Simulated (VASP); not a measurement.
# LiCl (F-43m) in VASP: notebook

Aim: see how the results for LiCl move with the level of theory and the settings. Levels: HSE06, PBE-based screened hybrid with 40 % exact exchange, PBE-based screened hybrid with 50 % exact exchange, PBE-based screened hybrid with 20 % exact exchange. Tasks: single point.

Everything below comes from runs of VASP 6.6.1. Logs are shortened: lines on timing, memory, paths and dates and some standing lists are left out, and cuts for length are marked.

### Step 1. The cell of the first run

It takes space group F-43m (No. 216, cubic). The conventional cell has a = 5.466 Å, b = 5.466 Å, c = 5.466 Å, α = 90.00°, β = 90.00°, γ = 90.00°. Li (site symmetry -43m) has 4 Cl at 2.37 Å within 3.1 Å. Cl (site symmetry -43m) has 4 Li at 2.37 Å within 3.1 Å.

### Step 2. Single point, HSE06

File POSCAR:

```
LiCl
1.0
    0.0000000000      2.7330425439      2.7330425439
    2.7330425439      0.0000000000      2.7330425439
    2.7330425439      2.7330425439      0.0000000000
Li Cl
1 1
Direct
    0.0000000000      0.0000000000      0.0000000000
    0.2500000000      0.2500000000      0.2500000000
```

File INCAR.step1:

```
PREC = Accurate
ENCUT = 520
EDIFF = 1E-5
ISMEAR = 0
SIGMA = 0.01
LREAL = F
LASPH = T
NELM = 100
ALGO = Normal
ISIF = 2
LWAVE = T
NBANDS = 12
GGA = PE
```

File INCAR.step2:

```
PREC = Accurate
ENCUT = 520
EDIFF = 1E-6
ISMEAR = 0
SIGMA = 0.01
LREAL = F
LASPH = T
NELM = 100
ALGO = Normal
ISIF = 2
LWAVE = F
LCHARG = T
GGA = PE
LHFCALC = T
HFSCREEN = 0.2079
PRECFOCK = Normal
LELF = T
LVHAR = T
NBANDS = 12
ISTART = 1
```

File KPOINTS:

```
Automatic mesh
0
Gamma
  2 2 2
```

Potentials or basis: VASP PAW PBE potentials, release 64 (Li_sv, Cl).

On the command line:

```bash
$ cat potpaw_PBE.64/Li_sv/POTCAR potpaw_PBE.64/Cl/POTCAR > POTCAR
$ cp INCAR.step1 INCAR
$ mpirun -np 1 vasp_std > vasp.out
$ cp INCAR.step2 INCAR
$ mpirun -np 1 vasp_std > vasp.out
```

OUTCAR:

```text
PREC = Accurate
   ENCUT = 520
   EDIFF = 1E-6
   ISMEAR = 0
   LREAL = F
   LASPH = T
   NELM = 100
   ISIF = 2
   GGA = PE
   LHFCALC = T
   HFSCREEN = 0.2079
   PRECFOCK = Normal
   ISTART = 1

 ion  position               nearest neighbor table
   1  0.000  0.000  0.000-   2 2.37   2 2.37   2 2.37   2 2.37
   2  0.250  0.250  0.250-   1 2.37   1 2.37   1 2.37   1 2.37

  LATTYP: Found a face centered cubic cell.
 ALAT       =     5.4660850878

  Lattice vectors:

 A1 = (   0.0000000000,   2.7330425439,   2.7330425439)
 A2 = (   2.7330425439,   0.0000000000,   2.7330425439)
 A3 = (   2.7330425439,   2.7330425439,   0.0000000000)

Analysis of symmetry for initial positions (statically):
=====================================================================
 Subroutine PRICEL returns:
 Original cell was already a primitive cell.

 Routine SETGRP: Setting up the symmetry group for a
 face centered cubic supercell.

 Subroutine GETGRP returns: Found 24 space group operations
 (whereof 24 operations were pure point group operations)
 out of a pool of 48 trial point group operations.

The static configuration has the point symmetry T_d .

Analysis of symmetry for dynamics (positions and initial velocities):
=====================================================================
 Subroutine PRICEL returns:
 Original cell was already a primitive cell.

 Routine SETGRP: Setting up the symmetry group for a
 face centered cubic supercell.

 Subroutine GETGRP returns: Found 24 space group operations
 (whereof 24 operations were pure point group operations)
 out of a pool of 48 trial point group operations.

The dynamic configuration has the point symmetry T_d .

 Subroutine INISYM returns: Found 24 space group operations
 (whereof 24 operations are pure point group operations),
 and found     1 'primitive' translations

----------------------------------------------------------------------------------------

                                     Primitive cell

  volume of cell :      40.8290

  direct lattice vectors                    reciprocal lattice vectors
     0.000000000  2.733042544  2.733042544    -0.182946292  0.182946292  0.182946292
     2.733042544  0.000000000  2.733042544     0.182946292 -0.182946292  0.182946292
[... 79 lines left out ...]
   EFERMI_NEDOS =   21; number of points for ismear=-14 and -15
   IALGO  =     38    algorithm
   IMIX   =      1    mixing-type and parameters
     AMIX     =   0.40;   BMIX     =  1.00
     AMIX_MAG =   1.60;   BMIX_MAG =  1.00
  volume/ion in A,a.u.               =      20.41       137.76
  Fermi-wavevector in a.u.,A,eV,Ry     =   1.024279  1.935607 14.274529  1.049148
  Thomas-Fermi vector in A             =   2.158058
   LORBIT       =      0    0 simple, 1 ext, 2 COOP (PROOUT), +10 PAW based schemes
   GGA     = PE    functional components
   LHFCALC =     T    Hartree Fock is set to
   PRECFOCK=normal    Normal, Fast or Accurate (Low or Medium for compatibility)
   ENCUT4O =  -1.0   cutoff for four orbital integrals eV
   NKREDX  =     1    reduce k-point grid by
   NKREDY  =     1    reduce k-point grid by
   NKREDZ  =     1    reduce k-point grid by
   AEXX    =    0.2500 exact exchange contribution
   HFSCREEN=    0.2079 screening length (either q_TF or 0.3 A-1)
   HFSCREENC=   0.2079 screening length for correlation (either q_TF or 0.3 A-1)
   ENCUTFOCK=  -1.0 apply spherical cutoff to Coloumb kernel
   IVDW    =     0    specifies the selected vdW correction
   LEPSILON=     F    determine dielectric tensor
   LRPA    =     F    only Hartree local field effects (RPA)
 non-spin polarized calculation
 Gauss-broadening in eV      SIGMA  =   0.01
  energy-cutoff  :      520.00
  volume of cell :       40.83
 maximum number of plane-waves:      1106
 NGX is ok and might be reduce to    30
  NGX = 24; NGY = 24; NGZ = 24

 number of electron      10.0000001 magnetization

 Free energy of the ion-electron system (eV)
  ---------------------------------------------------
  ext. energy  EPLUGINS =         0.00000000
  ---------------------------------------------------
  free energy    TOTEN  =        -8.33266059 eV

  energy without entropy =       -8.33266059  energy(sigma->0) =       -8.33266059

 E-fermi :  -1.8861     XC(G=0):  -6.4140

 val. band max:       -2.0715714717   @ k =   0.0000   0.0000   0.0000
 cond. band min:       5.3824546795   @ k =   0.0000   0.0000   0.0000
 fundamental gap:      7.4540261512
 Fermi energy:        -1.8861331340

 k-point     1 :       0.0000    0.0000    0.0000
  band No.  band energies     occupation
      1     -47.7347      2.00000
      2     -15.9227      2.00000
      3      -2.0716      2.00000
      4      -2.0716      2.00000
      5      -2.0716      2.00000
      6       5.3825      0.00000
      7       9.6645      0.00000
      8       9.6645      0.00000
      9       9.6645      0.00000
     10      14.1709      0.00000
     11      14.1709      0.00000
     12      17.1836      0.00000
[... 16 lines left out ...]
 k-point     3 :       0.5000    0.5000    0.0000
  band No.  band energies     occupation
      1     -47.7324      2.00000
      2     -15.4957      2.00000
      3      -3.8093      2.00000
      4      -2.9532      2.00000
      5      -2.9532      2.00000
      6       5.9135      0.00000
      7       9.0379      0.00000
      8      13.1597      0.00000
      9      13.6025      0.00000
     10      13.6025      0.00000
     11      16.7345      0.00000
     12      16.8766      0.00000

------------------------ aborting loop because EDIFF is reached ----------------------------------------

  FORCE on cell =-STRESS in cart. coord.  units (eV):
  Direction    XX          YY          ZZ          XY          YZ          ZX
  --------------------------------------------------------------------------------------
  -------------------------------------------------------------------------------------
  Total        0.4590394      0.4590394      0.4590394      0.0000000     -0.0000000      0.0000000
  in kB       18.0132192     18.0132192     18.0132192      0.0000000     -0.0000000      0.0000000
  external PRESSURE =      18.0132192 kB  Pullay stress =       0.0000000 kB

 VOLUME and BASIS-vectors are now :
 -----------------------------------------------------------------------------
  energy-cutoff  :      520.00
  volume of cell :       40.83
      direct lattice vectors                 reciprocal lattice vectors
     0.000000000  2.733042544  2.733042544    -0.182946292  0.182946292  0.182946292
     2.733042544  0.000000000  2.733042544     0.182946292 -0.182946292  0.182946292
     2.733042544  2.733042544  0.000000000     0.182946292  0.182946292 -0.182946292

 POSITION                                       TOTAL-FORCE (eV/Angst)
 -----------------------------------------------------------------------------------
      0.00000      0.00000      0.00000        -0.000000      0.000000     -0.000000
      1.36652      1.36652      1.36652         0.000000     -0.000000      0.000000
 -----------------------------------------------------------------------------------
    total drift:                               -0.000002      0.000007      0.000008

  FREE ENERGIE OF THE ION-ELECTRON SYSTEM (eV)
  ---------------------------------------------------
  free  energy   TOTEN  =        -8.3326605936 eV

  energy  without entropy=       -8.3326605936  energy(sigma->0) =       -8.33266059
```

OUTCAR.step1:

```text
PREC = Accurate
   ENCUT = 520
   EDIFF = 1E-5
   ISMEAR = 0
   LREAL = F
   LASPH = T
[... 242 lines left out ...]
 -----------------------------------------------------------------------------------
      0.00000      0.00000      0.00000        -0.000000     -0.000000      0.000000
      1.36652      1.36652      1.36652         0.000000      0.000000     -0.000000
 -----------------------------------------------------------------------------------
    total drift:                                0.000000      0.000000      0.000000

  FREE ENERGIE OF THE ION-ELECTRON SYSTEM (eV)
  ---------------------------------------------------
  free  energy   TOTEN  =        -7.1774449348 eV

  energy  without entropy=       -7.1774449348  energy(sigma->0) =       -7.17744493
```

Wall time 8.8 s (1 thread of Intel Xeon 6975P-C (Granite Rapids), shared host); peak memory 0.25 GiB.

Results:

* Free energy: -8.3327 eV
* Band gap on the k mesh: 7.45 eV

Caveat: the k points lie up to 1.00 Å⁻¹ apart, too coarse for converged energies, forces and pressures; the cutoff is under 1.25 times the usual one of these potentials, so pressure, stress and relaxed cells hold a basis-set (Pulay) error; the structure was generated, so it needn't be the stable form of LiCl; the PAW data sets were made with another functional, which shifts forces and pressure a little.

### Step 3. Single point, PBE-based screened hybrid with 40 % exact exchange

POSCAR is that of step 2.

File INCAR.step1:

```
PREC = Accurate ; ENCUT = 520
EDIFF = 1E-5 ; ISMEAR = 0
SIGMA = 0.01 ; LREAL = False
LASPH = True ; NELM = 60
ALGO = Normal ; ISIF = 2
LWAVE = True ; LCHARG = False
GGA = PE ; NBANDS = 12
```

File INCAR.step2:

```
PREC = Accurate ; ENCUT = 520
EDIFF = 1E-7 ; ISMEAR = 0
SIGMA = 0.01 ; LREAL = False
LASPH = True ; NELM = 60
ALGO = Normal ; ISIF = 2
LWAVE = False ; LCHARG = False
GGA = PE ; LHFCALC = True
AEXX = 0.4 ; HFSCREEN = 0.2078
PRECFOCK = Normal ; ISTART = 1
NBANDS = 12
```

File KPOINTS:

```
regular mesh
0
Gamma
  4 4 4
```

Potentials or basis: VASP PAW PBE potentials, release 64 (Li_sv, Cl).

On the command line:

```bash
$ cat potpaw_PBE.64/Li_sv/POTCAR potpaw_PBE.64/Cl/POTCAR > POTCAR
$ cp INCAR.step1 INCAR
$ mpirun -np 1 vasp_std > vasp.out
$ cp INCAR.step2 INCAR
$ mpirun -np 1 vasp_std > vasp.out
```

OUTCAR:

```text
PREC = Accurate
   ENCUT = 520
   EDIFF = 1E-7
   ISMEAR = 0
   LREAL = False
   LASPH = True
   NELM = 60
   ISIF = 2
   GGA = PE
   LHFCALC = True
   AEXX = 0.4
   HFSCREEN = 0.2078
   PRECFOCK = Normal
   ISTART = 1

 ion  position               nearest neighbor table
   1  0.000  0.000  0.000-   2 2.37   2 2.37   2 2.37   2 2.37
   2  0.250  0.250  0.250-   1 2.37   1 2.37   1 2.37   1 2.37

  LATTYP: Found a face centered cubic cell.
 ALAT       =     5.4660850878

  Lattice vectors:

 A1 = (   0.0000000000,   2.7330425439,   2.7330425439)
 A2 = (   2.7330425439,   0.0000000000,   2.7330425439)
 A3 = (   2.7330425439,   2.7330425439,   0.0000000000)

Analysis of symmetry for initial positions (statically):
=====================================================================
 Subroutine PRICEL returns:
 Original cell was already a primitive cell.

 Routine SETGRP: Setting up the symmetry group for a
 face centered cubic supercell.

 Subroutine GETGRP returns: Found 24 space group operations
 (whereof 24 operations were pure point group operations)
 out of a pool of 48 trial point group operations.

The static configuration has the point symmetry T_d .

Analysis of symmetry for dynamics (positions and initial velocities):
=====================================================================
 Subroutine PRICEL returns:
 Original cell was already a primitive cell.

 Routine SETGRP: Setting up the symmetry group for a
 face centered cubic supercell.

 Subroutine GETGRP returns: Found 24 space group operations
 (whereof 24 operations were pure point group operations)
 out of a pool of 48 trial point group operations.

The dynamic configuration has the point symmetry T_d .

 Subroutine INISYM returns: Found 24 space group operations
 (whereof 24 operations are pure point group operations),
 and found     1 'primitive' translations

[... 112 lines left out ...]
   ENCUTFOCK=  -1.0 apply spherical cutoff to Coloumb kernel
   IVDW    =     0    specifies the selected vdW correction
   LEPSILON=     F    determine dielectric tensor
   LRPA    =     F    only Hartree local field effects (RPA)
 non-spin polarized calculation
 Gauss-broadening in eV      SIGMA  =   0.01
  energy-cutoff  :      520.00
  volume of cell :       40.83
 maximum number of plane-waves:      1124
 NGX is ok and might be reduce to    30
  NGX = 24; NGY = 24; NGZ = 24

 number of electron      10.0000001 magnetization

 Free energy of the ion-electron system (eV)
  ---------------------------------------------------
  ext. energy  EPLUGINS =         0.00000000
  ---------------------------------------------------
  free energy    TOTEN  =        -9.14828363 eV

  energy without entropy =       -9.14828363  energy(sigma->0) =       -9.14828363

 E-fermi :  -2.6922     XC(G=0):  -5.7109

 val. band max:       -2.7473830694   @ k =   0.0000   0.0000   0.0000
 cond. band min:       5.4491969395   @ k =   0.0000   0.0000   0.0000
 fundamental gap:      8.1965800089
 Fermi energy:        -2.6921969794

 k-point     1 :       0.0000    0.0000    0.0000
  band No.  band energies     occupation
      1     -49.9122      2.00000
      2     -17.3959      2.00000
      3      -2.7474      2.00000
      4      -2.7474      2.00000
      5      -2.7474      2.00000
      6       5.4492      0.00000
      7       9.9162      0.00000
      8       9.9162      0.00000
      9       9.9162      0.00000
     10      14.5084      0.00000
     11      14.5084      0.00000
     12      17.4485      0.00000
[... 91 lines left out ...]
 k-point     8 :      -0.2500    0.5000    0.2500
  band No.  band energies     occupation
      1     -49.9097      2.00000
      2     -16.9382      2.00000
      3      -4.3075      2.00000
      4      -4.0279      2.00000
      5      -3.8126      2.00000
      6       7.5598      0.00000
      7      10.3606      0.00000
      8      10.5897      0.00000
      9      11.8270      0.00000
     10      14.2160      0.00000
     11      16.6071      0.00000
     12      17.0575      0.00000

------------------------ aborting loop because EDIFF is reached ----------------------------------------

  FORCE on cell =-STRESS in cart. coord.  units (eV):
  Direction    XX          YY          ZZ          XY          YZ          ZX
  --------------------------------------------------------------------------------------
  -------------------------------------------------------------------------------------
  Total       -0.0316546     -0.0316546     -0.0316546      0.0000000      0.0000000      0.0000000
  in kB       -1.2421623     -1.2421623     -1.2421623      0.0000000      0.0000000      0.0000000
  external PRESSURE =      -1.2421623 kB  Pullay stress =       0.0000000 kB

 VOLUME and BASIS-vectors are now :
 -----------------------------------------------------------------------------
  energy-cutoff  :      520.00
  volume of cell :       40.83
      direct lattice vectors                 reciprocal lattice vectors
     0.000000000  2.733042544  2.733042544    -0.182946292  0.182946292  0.182946292
     2.733042544  0.000000000  2.733042544     0.182946292 -0.182946292  0.182946292
     2.733042544  2.733042544  0.000000000     0.182946292  0.182946292 -0.182946292

 POSITION                                       TOTAL-FORCE (eV/Angst)
 -----------------------------------------------------------------------------------
      0.00000      0.00000      0.00000         0.000000      0.000000      0.000000
      1.36652      1.36652      1.36652        -0.000000     -0.000000     -0.000000
 -----------------------------------------------------------------------------------
    total drift:                                0.000004      0.000000      0.000002

  FREE ENERGIE OF THE ION-ELECTRON SYSTEM (eV)
  ---------------------------------------------------
  free  energy   TOTEN  =        -9.1482836340 eV

  energy  without entropy=       -9.1482836340  energy(sigma->0) =       -9.14828363
```

OUTCAR.step1:

```text
PREC = Accurate
   ENCUT = 520
   EDIFF = 1E-5
   ISMEAR = 0
   LREAL = False
[... 324 lines left out ...]
      0.00000      0.00000      0.00000         0.000000      0.000000      0.000000
      1.36652      1.36652      1.36652        -0.000000     -0.000000     -0.000000
 -----------------------------------------------------------------------------------
    total drift:                                0.000000      0.000000      0.000000

  FREE ENERGIE OF THE ION-ELECTRON SYSTEM (eV)
  ---------------------------------------------------
  free  energy   TOTEN  =        -7.4237092553 eV

  energy  without entropy=       -7.4237092553  energy(sigma->0) =       -7.42370926
```

OSZICAR.step1:

```text
N       E                     dE             d eps       ncg     rms          rms(c)
DAV:   1     0.423101477960E+02    0.42310E+02   -0.41684E+03   192   0.764E+02
DAV:   2    -0.471338063822E+01   -0.47024E+02   -0.45650E+02   240   0.142E+02
DAV:   3    -0.743637431259E+01   -0.27230E+01   -0.27126E+01   260   0.363E+01
DAV:   4    -0.753633430315E+01   -0.99960E-01   -0.99934E-01   280   0.691E+00
DAV:   5    -0.753702161968E+01   -0.68732E-03   -0.68731E-03   268   0.605E-01    0.232E+00
DAV:   6    -0.740906625776E+01    0.12796E+00   -0.28719E-01   220   0.227E+00    0.172E+00
DAV:   7    -0.741183321108E+01   -0.27670E-02   -0.79205E-02   224   0.133E+00    0.101E+00
DAV:   8    -0.742318203514E+01   -0.11349E-01   -0.13668E-02   216   0.721E-01    0.179E-01
DAV:   9    -0.742330589951E+01   -0.12386E-03   -0.22801E-04   280   0.106E-01    0.952E-02
DAV:  10    -0.742371139665E+01   -0.40550E-03   -0.62452E-04   224   0.136E-01    0.466E-02
DAV:  11    -0.742370925525E+01    0.21414E-05   -0.14575E-05   280   0.233E-02
   1 F= -.74237093E+01 E0= -.74237093E+01  d E =-.473675E-42
```

It took 67 s on 1 thread of Intel Xeon 6975P-C (Granite Rapids), shared host; peak memory 0.26 GiB.

Results:

```
Free energy            : -9.1483 eV
Band gap on the k mesh : 8.20 eV
```

Caveat: the k points lie up to 0.50 Å⁻¹ apart; the cutoff is under 1.25 times the usual one of these potentials, so pressure, stress and relaxed cells hold a basis-set (Pulay) error; the structure was generated, so it needn't be the stable form of LiCl; the PAW data sets were made with another functional, which shifts forces and pressure a little.

[end of part 1 of 2]
